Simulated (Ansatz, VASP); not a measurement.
# TiSi2: VASP beside Ansatz

```
Ti Si
1.0
    -1.48263    1.72347    4.23998
     1.48263   -1.72347    4.23998
     1.48263    1.72347   -4.23998
Ti Si
1 2
Cartesian
  0.0000 0.0000 0.0000
  0.0000 0.0000 5.6822
  0.0000 0.0000 2.7977
```

Alike in both runs: task single point; functional LDA; k mesh 12 × 12 × 12; occupations fermi-dirac, width 0.05 eV; no spin polarisation.

|  | VASP | Ansatz |
| --- | --- | --- |
| version | VASP 6.6.1 | Ansatz 0.2.0 |
| potentials or method | VASP PAW LDA potentials, release 64 (Ti_sv, Si) | Ansatz PAW |
| plane-wave cutoff (eV) | 520 | 420 |
| valence electrons in the cell | 20 | 20 |

Ansatz gave:

```
gap on the k mesh at the Fermi level (eV)                     : none
pressure (GPa)                                                : -9.0
traceless stress, the component that is largest in VASP (GPa) : 0.93
rms of the force components (eV/Å)                            : 0.061
```

Task: Estimate VASP's values.

Result: gap on the k mesh at the Fermi level (eV): none; pressure (GPa): -8.8; traceless stress, the component that is largest in VASP (GPa): 0.92; rms of the force components (eV/Å): 0.059.

LDA's correlation is that of Perdew and Zunger in VASP and of Perdew and Wang (1992) in Ansatz. Atom by atom the forces differ by 0.002 eV/Å (rms over components). A gap of «none» marks a metal or a gap that the smearing closes.
